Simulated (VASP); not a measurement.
# KF (Fm-3m) in VASP: notebook

Aim: see how the results for KF move with the level of theory and the settings. Levels: PBE-based screened hybrid with 75 % exact exchange, PBE-based screened hybrid with 30 % exact exchange, PBE-based screened hybrid with 5 % exact exchange. Tasks: single point.

Program: VASP 6.6.1. These are calculated values, not measurements. Logs are shortened: lines on timing, memory, paths and dates and some standing lists are left out, and cuts for length are marked.

## Step 1: The cell of the first run

Symmetry: Fm-3m, No. 225, cubic system. Conventional cell: a = 5.318 Å, b = 5.318 Å, c = 5.318 Å, α = 90.00°, β = 90.00°, γ = 90.00°. K (site symmetry m-3m) has 6 F at 2.66 Å within 3.5 Å. Within 3.5 Å of F (site symmetry m-3m) lie 6 K at 2.66 Å.

## Step 2: Single point, PBE-based screened hybrid with 75 % exact exchange

Contents of POSCAR:

```
KF
1.0
    0.0000000000      2.6589605792      2.6589605792
    2.6589605792      0.0000000000      2.6589605792
    2.6589605792      2.6589605792      0.0000000000
K F
1 1
Direct
    0.0000000000      0.0000000000      0.0000000000
    0.5000000000      0.5000000000      0.5000000000
```

Contents of INCAR.step1:

```
SYSTEM = KF
PREC     = Accurate       ! precision mode
ENCUT    = 520            ! plane-wave cutoff, eV
EDIFF    = 1E-5           ! SCF threshold, eV
ISMEAR   = 0              ! smearing method
SIGMA    = 0.01           ! smearing width, eV
LREAL    = .False.        ! projectors in reciprocal space
LASPH    = .True.         ! aspherical terms in the spheres
NELM     = 60             ! most SCF steps
ALGO     = Normal         ! electronic algorithm
ISIF     = 2              ! what is computed and relaxed
LWAVE    = .True.         ! write WAVECAR
GGA      = PE             ! functional
NBANDS   = 15             ! bands
```

Contents of INCAR.step2:

```
SYSTEM = KF
PREC     = Accurate       ! precision mode
ENCUT    = 520            ! plane-wave cutoff, eV
EDIFF    = 1E-6           ! SCF threshold, eV
ISMEAR   = 0              ! smearing method
SIGMA    = 0.01           ! smearing width, eV
LREAL    = .False.        ! projectors in reciprocal space
LASPH    = .True.         ! aspherical terms in the spheres
NELM     = 60             ! most SCF steps
ALGO     = Normal         ! electronic algorithm
ISIF     = 2              ! what is computed and relaxed
LWAVE    = .False.        ! write WAVECAR
LCHARG   = .True.         ! write CHGCAR
GGA      = PE             ! functional
LHFCALC  = .True.         ! exact exchange
AEXX     = 0.75           ! exact-exchange fraction
HFSCREEN = 0.5            ! screening, 1/A
PRECFOCK = Normal       
LELF     = .True.         ! ELF
LVHAR    = .True.       
ISTART   = 1            
NBANDS   = 15             ! bands
```

Contents of KPOINTS:

```
regular mesh
0
Gamma
  4 4 4
  0 0 0
```

Potentials or basis: VASP PAW PBE potentials, release 64 (K_sv, F).

Launch:

```sh
$ cat potpaw_PBE.64/K_sv/POTCAR potpaw_PBE.64/F/POTCAR > POTCAR
$ cp INCAR.step1 INCAR
$ mpirun -np 1 vasp_std > vasp.out
$ cp INCAR.step2 INCAR
$ mpirun -np 1 vasp_std > vasp.out
```

OUTCAR:

```text
SYSTEM = KF
   PREC = Accurate
   ENCUT = 520
   EDIFF = 1E-6
   ISMEAR = 0
   LREAL = .False.
   LASPH = .True.
   NELM = 60
   ISIF = 2
   GGA = PE
   LHFCALC = .True.
   AEXX = 0.75
   HFSCREEN = 0.5
   PRECFOCK = Normal
   ISTART = 1

 ion  position               nearest neighbor table
   1  0.000  0.000  0.000-   2 2.66   2 2.66   2 2.66   2 2.66   2 2.66   2 2.66
   2  0.500  0.500  0.500-   1 2.66   1 2.66   1 2.66   1 2.66   1 2.66   1 2.66

  LATTYP: Found a face centered cubic cell.
 ALAT       =     5.3179211584

  Lattice vectors:

 A1 = (   0.0000000000,   2.6589605792,   2.6589605792)
 A2 = (   2.6589605792,   0.0000000000,   2.6589605792)
 A3 = (   2.6589605792,   2.6589605792,   0.0000000000)

Analysis of symmetry for initial positions (statically):
=====================================================================
 Subroutine PRICEL returns:
 Original cell was already a primitive cell.

 Routine SETGRP: Setting up the symmetry group for a
 face centered cubic supercell.

 Subroutine GETGRP returns: Found 48 space group operations
 (whereof 48 operations were pure point group operations)
 out of a pool of 48 trial point group operations.

The static configuration has the point symmetry O_h .

Analysis of symmetry for dynamics (positions and initial velocities):
=====================================================================
 Subroutine PRICEL returns:
 Original cell was already a primitive cell.

 Routine SETGRP: Setting up the symmetry group for a
 face centered cubic supercell.

 Subroutine GETGRP returns: Found 48 space group operations
 (whereof 48 operations were pure point group operations)
 out of a pool of 48 trial point group operations.

The dynamic configuration has the point symmetry O_h .

 Subroutine INISYM returns: Found 48 space group operations
 (whereof 48 operations are pure point group operations),
 and found     1 'primitive' translations

----------------------------------------------------------------------------------------

                                     Primitive cell

  volume of cell :      37.5981

  direct lattice vectors                    reciprocal lattice vectors
     0.000000000  2.658960579  2.658960579    -0.188043405  0.188043405  0.188043405
     2.658960579  0.000000000  2.658960579     0.188043405 -0.188043405  0.188043405
     2.658960579  2.658960579  0.000000000     0.188043405  0.188043405 -0.188043405

  length of vectors
     3.760338113  3.760338113  3.760338113     0.325700731  0.325700731  0.325700731
[... 83 lines left out ...]
     AMIX     =   0.40;   BMIX     =  1.00
     AMIX_MAG =   1.60;   BMIX_MAG =  1.00
  volume/ion in A,a.u.               =      18.80       126.86
  Fermi-wavevector in a.u.,A,eV,Ry     =   1.231382  2.326975 20.630548  1.516303
  Thomas-Fermi vector in A             =   2.366194
   LORBIT       =      0    0 simple, 1 ext, 2 COOP (PROOUT), +10 PAW based schemes
   GGA     = PE    functional components
   LHFCALC =     T    Hartree Fock is set to
   PRECFOCK=normal    Normal, Fast or Accurate (Low or Medium for compatibility)
   ENCUT4O =  -1.0   cutoff for four orbital integrals eV
   NKREDX  =     1    reduce k-point grid by
   NKREDY  =     1    reduce k-point grid by
   NKREDZ  =     1    reduce k-point grid by
   AEXX    =    0.7500 exact exchange contribution
   HFSCREEN=    0.5000 screening length (either q_TF or 0.3 A-1)
   HFSCREENC=   0.5000 screening length for correlation (either q_TF or 0.3 A-1)
   ENCUTFOCK=  -1.0 apply spherical cutoff to Coloumb kernel
   IVDW    =     0    specifies the selected vdW correction
   LEPSILON=     F    determine dielectric tensor
   LRPA    =     F    only Hartree local field effects (RPA)
 non-spin polarized calculation
 Gauss-broadening in eV      SIGMA  =   0.01
  energy-cutoff  :      520.00
  volume of cell :       37.60
 maximum number of plane-waves:      1036
  NGX = 24; NGY = 24; NGZ = 24

 number of electron      16.0000010 magnetization

 Free energy of the ion-electron system (eV)
  ---------------------------------------------------
  ext. energy  EPLUGINS =         0.00000000
  ---------------------------------------------------
  free energy    TOTEN  =       -11.96261921 eV

  energy without entropy =      -11.96261921  energy(sigma->0) =      -11.96261921

 E-fermi :  -6.1936     XC(G=0):  -5.2846

 val. band max:       -6.2369187203   @ k =   0.0000   0.0000   0.0000
 cond. band min:       3.9125540021   @ k =   0.0000   0.0000   0.0000
 fundamental gap:     10.1494727224
 Fermi energy:        -6.1936290095

 k-point     1 :       0.0000    0.0000    0.0000
  band No.  band energies     occupation
      1     -36.2704      2.00000
      2     -29.2249      2.00000
      3     -15.7399      2.00000
      4     -15.7399      2.00000
      5     -15.7399      2.00000
      6      -6.2369      2.00000
      7      -6.2369      2.00000
      8      -6.2369      2.00000
      9       3.9126      0.00000
     10       9.0494      0.00000
     11       9.0494      0.00000
     12       9.0494      0.00000
     13      11.1578      0.00000
     14      11.1578      0.00000
[... 113 lines left out ...]
      2     -29.2867      2.00000
      3     -16.1525      2.00000
      4     -16.1525      2.00000
      5     -15.8126      2.00000
      6      -6.6288      2.00000
      7      -6.3308      2.00000
      8      -6.3308      2.00000
      9       7.7461      0.00000
     10       7.7461      0.00000
     11       9.7817      0.00000
     12      12.1878      0.00000
     13      13.5195      0.00000
     14      13.7309      0.00000
     15      14.9583      0.00000

------------------------ aborting loop because EDIFF is reached ----------------------------------------

  FORCE on cell =-STRESS in cart. coord.  units (eV):
  Direction    XX          YY          ZZ          XY          YZ          ZX
  --------------------------------------------------------------------------------------
  -------------------------------------------------------------------------------------
  Total       -0.1624465     -0.1624465     -0.1624465     -0.0000000     -0.0000000      0.0000000
  in kB       -6.9223765     -6.9223765     -6.9223765     -0.0000000     -0.0000000      0.0000000
  external PRESSURE =      -6.9223765 kB  Pullay stress =       0.0000000 kB

 VOLUME and BASIS-vectors are now :
 -----------------------------------------------------------------------------
  energy-cutoff  :      520.00
  volume of cell :       37.60
      direct lattice vectors                 reciprocal lattice vectors
     0.000000000  2.658960579  2.658960579    -0.188043405  0.188043405  0.188043405
     2.658960579  0.000000000  2.658960579     0.188043405 -0.188043405  0.188043405
     2.658960579  2.658960579  0.000000000     0.188043405  0.188043405 -0.188043405

 POSITION                                       TOTAL-FORCE (eV/Angst)
 -----------------------------------------------------------------------------------
      0.00000      0.00000      0.00000        -0.000000     -0.000000     -0.000000
      2.65896      2.65896      2.65896         0.000000      0.000000      0.000000
 -----------------------------------------------------------------------------------
    total drift:                               -0.000001     -0.000000     -0.000000

  FREE ENERGIE OF THE ION-ELECTRON SYSTEM (eV)
  ---------------------------------------------------
  free  energy   TOTEN  =       -11.9626192126 eV

  energy  without entropy=      -11.9626192126  energy(sigma->0) =      -11.96261921
```

OSZICAR.step1:

```text
N       E                     dE             d eps       ncg     rms          rms(c)
DAV:   1     0.110602859915E+03    0.11060E+03   -0.80528E+03   240   0.102E+03
DAV:   2    -0.514317907708E+01   -0.11575E+03   -0.10754E+03   325   0.290E+02
DAV:   3    -0.942685180758E+01   -0.42837E+01   -0.42660E+01   310   0.494E+01
DAV:   4    -0.954017251924E+01   -0.11332E+00   -0.11331E+00   330   0.733E+00
DAV:   5    -0.954322169178E+01   -0.30492E-02   -0.30492E-02   333   0.840E-01    0.635E+00
DAV:   6    -0.831370926736E+01    0.12295E+01   -0.35244E+00   254   0.149E+01    0.410E+00
DAV:   7    -0.828506195768E+01    0.28647E-01   -0.65019E-02   282   0.220E+00    0.231E+00
DAV:   8    -0.828136093800E+01    0.37010E-02   -0.49949E-02   261   0.221E+00    0.187E-01
DAV:   9    -0.828291056973E+01   -0.15496E-02   -0.36167E-03   268   0.504E-01    0.125E-01
DAV:  10    -0.828345001586E+01   -0.53945E-03   -0.42543E-04   254   0.177E-01    0.619E-02
DAV:  11    -0.828358678356E+01   -0.13677E-03   -0.13223E-04   254   0.947E-02    0.193E-02
DAV:  12    -0.828358687806E+01   -0.94494E-07   -0.98907E-06   263   0.326E-02
   1 F= -.82835869E+01 E0= -.82835869E+01  d E =-.186012E-84
```

Wall time 7.2 min (1 thread of Intel Xeon Platinum 8375C at 2.90GHz (Ice Lake), shared host); peak memory 0.27 GiB.

What came out:

- Free energy: -11.9626 eV
- Pressure: -0.7 GPa
- Band gap on the k mesh: 10.15 eV

Caveat: the k points lie up to 0.51 Å⁻¹ apart; the PAW data sets were made with another functional, which shifts forces and pressure a little.

## Step 3: Single point, PBE-based screened hybrid with 30 % exact exchange

POSCAR is that of step 2.

Contents of INCAR.step1:

```
SYSTEM = KF
PREC = Accurate ; ENCUT = 520
EDIFF = 1E-5 ; ISMEAR = 0
SIGMA = 0.01 ; LREAL = .FALSE.
LASPH = .TRUE. ; NELM = 100
ALGO = Normal ; ISIF = 2
LWAVE = .TRUE. ; LCHARG = .FALSE.
GGA = PE ; NBANDS = 15
```

Contents of INCAR.step2:

```
SYSTEM = KF
PREC = Accurate ; ENCUT = 520
EDIFF = 1E-6 ; ISMEAR = 0
SIGMA = 0.01 ; LREAL = .FALSE.
LASPH = .TRUE. ; NELM = 100
ALGO = Normal ; ISIF = 2
LWAVE = .FALSE. ; LCHARG = .FALSE.
GGA = PE ; LHFCALC = .TRUE.
AEXX = 0.3 ; HFSCREEN = 0.2078
PRECFOCK = Normal ; ISTART = 1
NBANDS = 15
```

Contents of KPOINTS:

```
regular mesh
0
G
  4 4 4
  0 0 0
```

Potentials or basis: VASP PAW PBE potentials, release 64 (K_sv, F).

Launch:

```sh
$ cat potpaw_PBE.64/K_sv/POTCAR potpaw_PBE.64/F/POTCAR > POTCAR
$ cp INCAR.step1 INCAR
$ mpirun -np 1 vasp_std > vasp.out
$ cp INCAR.step2 INCAR
$ mpirun -np 1 vasp_std > vasp.out
```

Wall time 6.4 min (1 thread of Intel Xeon Platinum 8375C at 2.90GHz (Ice Lake), shared host); peak memory 0.27 GiB.

The run converged. Its results:

```yaml
Free_energy: -10.3074 eV
Pressure: 0.9 GPa
Band_gap_on_the_k_mesh: 8.65 eV
```

Levels at points of the mesh, in eV from the valence-band top:
```
           k point  band 5  band 6  band 7  band 8  band 9  band 10  band 11  band 12
(0.00, 0.00, 0.00)   -9.50    0.00    0.00    0.00    8.65    13.53    13.53    13.53
(0.50, 0.00, 0.00)   -9.53   -0.80   -0.36   -0.36   11.71    13.20    15.12    15.12
(0.50, 0.50, 0.00)   -9.74   -0.19   -0.05   -0.05   10.76    13.19    14.48    16.87
```

Caveat: the k points lie up to 0.51 Å⁻¹ apart; the PAW data sets were made with another functional, which shifts forces and pressure a little.

## Step 4: Single point, PBE-based screened hybrid with 5 % exact exchange

POSCAR is that of step 3.

Contents of INCAR.step1:

```
PREC = Accurate ; ENCUT = 520
EDIFF = 1E-5 ; ISMEAR = 0
SIGMA = 0.01 ; LREAL = False
LASPH = True ; NELM = 80
ALGO = Normal ; ISIF = 2
LWAVE = True ; LCHARG = False
GGA = PE ; NBANDS = 15
```

Contents of INCAR.step2:

```
PREC = Accurate ; ENCUT = 520
EDIFF = 1E-6 ; ISMEAR = 0
SIGMA = 0.01 ; LREAL = False
LASPH = True ; NELM = 80
ALGO = Normal ; ISIF = 2
LWAVE = False ; LCHARG = False
GGA = PE ; LHFCALC = True
AEXX = 0.05 ; HFSCREEN = 0.2078
PRECFOCK = Normal ; ISTART = 1
NBANDS = 15
```

Contents of KPOINTS:

```
Automatic mesh
0
Gamma
  4 4 4
```

Launch:

```sh
$ cat potpaw_PBE.64/K_sv/POTCAR potpaw_PBE.64/F/POTCAR > POTCAR
$ cp INCAR.step1 INCAR
$ mpirun -np 1 vasp_std > vasp.out
$ cp INCAR.step2 INCAR
$ mpirun -np 1 vasp_std > vasp.out
```

Wall time 4.3 min (1 thread of Intel Xeon Platinum 8375C at 2.90GHz (Ice Lake), shared host); peak memory 0.27 GiB.

It converged, with:

* Free energy: -8.6126 eV
* Pressure: 1.8 GPa
* Band gap on the k mesh: 6.64 eV

Levels at points of the mesh, in eV from the valence-band top:
| k point | band 4 | band 5 | band 6 | band 7 | band 8 | band 9 | band 10 | band 11 | band 12 | band 13 |
| --- | --- | --- | --- | --- | --- | --- | --- | --- | --- | --- |
| (0.00, 0.00, 0.00) | -9.37 | -9.37 | 0.00 | 0.00 | 0.00 | 6.64 | 11.18 | 11.18 | 11.18 | 12.91 |
| (0.50, 0.00, 0.00) | -9.41 | -9.41 | -0.81 | -0.36 | -0.36 | 9.55 | 11.12 | 12.63 | 12.63 | 14.94 |
| (0.50, 0.50, 0.00) | -9.60 | -9.60 | -0.20 | -0.05 | -0.05 | 8.63 | 10.85 | 12.35 | 14.21 | 14.85 |

Caveat: the k points lie up to 0.51 Å⁻¹ apart; the PAW data sets were made with another functional, which shifts forces and pressure a little.

## Step 5: The runs side by side

```csv
level,share of exact exchange,screening parameter,gap on the mesh (eV),pressure (GPa)
PBE-based screened hybrid with 75 % exact exchange,0.75,0.5 1/Å,10.15,-0.7
PBE-based screened hybrid with 30 % exact exchange,0.3,0.2078 1/Å,8.65,0.9
PBE-based screened hybrid with 5 % exact exchange,0.05,0.2078 1/Å,6.64,1.8
```

Alike in all rows: task single point; potentials or basis VASP PAW PBE potentials, release 64 (K_sv, F); no spin polarisation; cell as given; k mesh 4 × 4 × 4; cutoff (eV) 520; smearing gaussian 0.01 eV.

Caveats: all runs use coarse meshes; the PAW data sets were made with another functional, which shifts forces and pressure a little.

Total energies depend on the potentials used, so only differences within one code and one set of settings carry meaning.
